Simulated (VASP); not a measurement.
**BiRu (rocksalt type): single point with LDA**

The system is BiRu (rocksalt type).

```xyz
2
Lattice="0.0000 2.1529 2.1529 2.1529 0.0000 2.1529 2.1529 2.1529 0.0000" Properties=species:S:1:pos:R:3 pbc="T T T"
Ru    0.0000    0.0000    0.0000
Bi    2.1529    2.1529    2.1529
```

```
Program                : VASP 6.6.1
Task                   : single point
Functional             : LDA
Potentials or basis    : VASP PAW LDA potentials, release 64 (Ru_pv, Bi_d)
Cutoff                 : 520 eV
k mesh                 : 13 × 13 × 13
Occupations            : fermi-dirac, width 0.08 eV
Spin                   : no spin polarisation
Dipole correction      : no
Further INCAR settings : ALGO = Normal; EDIFF = 1e-06; NBANDS = 22
```

| Quantity | Value |
| --- | --- |
| Pressure | 538.2 GPa |
| Band gap on the k mesh | zero (an odd number of electrons rules out a gap without spin polarisation) |

Levels at points of the mesh, in eV from the Fermi level:
| k point | band 10 | band 11 | band 12 | band 13 | band 14 | band 15 | band 16 | band 17 | band 18 | band 19 |
| --- | --- | --- | --- | --- | --- | --- | --- | --- | --- | --- |
| (0.00, 0.00, 0.00) | -5.20 | -5.20 | -5.20 | -2.47 | -2.47 | 1.89 | 5.07 | 5.07 | 5.07 | 11.46 |

It took 42 s on 1 thread of AMD EPYC 7R43 64-Core Processor (Zen 3) (shared host), peak memory 0.11 GiB.

Caveat: the cell stands under pressure; spin-orbit coupling is left out, which moves the levels of the heavy elements.
